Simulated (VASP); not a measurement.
A run of VASP 6.6.1:

Contents of INCAR:

```
SYSTEM = InO
PREC = Accurate
ENCUT = 520
EDIFF = 1E-6
ISMEAR = 0
SIGMA = 0.03
LREAL = .FALSE.
LASPH = .TRUE.
NELM = 100
ALGO = Normal
ISIF = 2
LWAVE = .FALSE.
LCHARG = .FALSE.
GGA = PS
NBANDS = 27
```

KPOINTS

```
regular mesh
0
G
  12 12 4
  0 0 0
```

Contents of POSCAR:

```
InO
1.0
    3.7202926898      0.0000000000      0.0000000000
   -1.8601463449      3.2218679788      0.0000000000
    0.0000000000      0.0000000000     13.6824700068
In O
2 2
Direct
    0.6666666667      0.3333333333      0.5900210000
    0.6666666667      0.3333333333      0.4099790000
    0.0000000000      0.0000000000      0.6398670000
    0.0000000000      0.0000000000      0.3601330000
```

Potentials or basis: VASP PAW PBE potentials, release 64 (In_d, O).

Launch:

```bash
$ cat potpaw_PBE.64/In_d/POTCAR potpaw_PBE.64/O/POTCAR > POTCAR
$ mpirun -np 1 vasp_std > vasp.out
```

Hardware: 1 thread of Intel(R) Xeon(R) Platinum 8488C (Sapphire Rapids), with other jobs on the host.

How long does it take, and how much memory?

It took 3.9 min on 1 thread of Intel(R) Xeon(R) Platinum 8488C (Sapphire Rapids), with other jobs on the host, peak memory 0.39 GiB. Counts: scf iterations 20, k points 57.
